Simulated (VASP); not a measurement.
Write the native input for VASP 6.6.1 that does the following.

```yaml
Task: single point
Functional: PBE
Potentials_or_basis: VASP PAW PBE potentials, release 64 (Mo_sv)
Cutoff: 520 eV
k_mesh: 16 × 16 × 16
Occupations: gaussian, width 0.1 eV
Spin: no spin polarisation
Dipole_correction: no
Further_INCAR_settings: ALGO = Fast; EDIFF = 1e-07; NBANDS = 21
```

The structure of Mo lies in POSCAR:

```
Mo
1.0
    3.0973901405      0.0000000000      0.0000000000
    0.0000000000      3.0973901405      0.0000000000
    0.0000000000      0.0000000000      3.0973901405
Mo
2
Direct
    0.0000000000      0.0000000000      0.0000000000
    0.5000000000      0.5000000000      0.5000000000
```

This cell differs from its parent crystal: equal strain along all axes, cell held: -2.0 %.

The input as run:

INCAR

```
SYSTEM = Mo
PREC = Accurate
ENCUT = 520
EDIFF = 1E-7
ISMEAR = 0
SIGMA = 0.1
LREAL = .FALSE.
LASPH = .TRUE.
NELM = 80
ALGO = Fast
ISIF = 2
LWAVE = .FALSE.
LCHARG = .TRUE.
GGA = PE
LELF = .TRUE.
LVHAR = .TRUE.
NBANDS = 21
```

KPOINTS

```
regular mesh
0
G
  16 16 16
  0 0 0
```

Potentials or basis: VASP PAW PBE potentials, release 64 (Mo_sv).

Command:

```bash
$ cat potpaw_PBE.64/Mo_sv/POTCAR > POTCAR
$ mpirun -np 1 vasp_std > vasp.out
```

Results of the run:

```yaml
Pressure: 18.6 GPa
Band_gap_on_the_k_mesh: zero (band 14 reaches 15.24 eV, above the bottom of band 15 at 12.76 eV)
```

Caveat: the cell differs from its parent crystal (equal strain along all axes, cell held: -2.0 %).

Wall time 24 s on 1 thread of Intel(R) Xeon(R) 6975P-C (Granite Rapids) (shared host), peak memory 0.19 GiB.
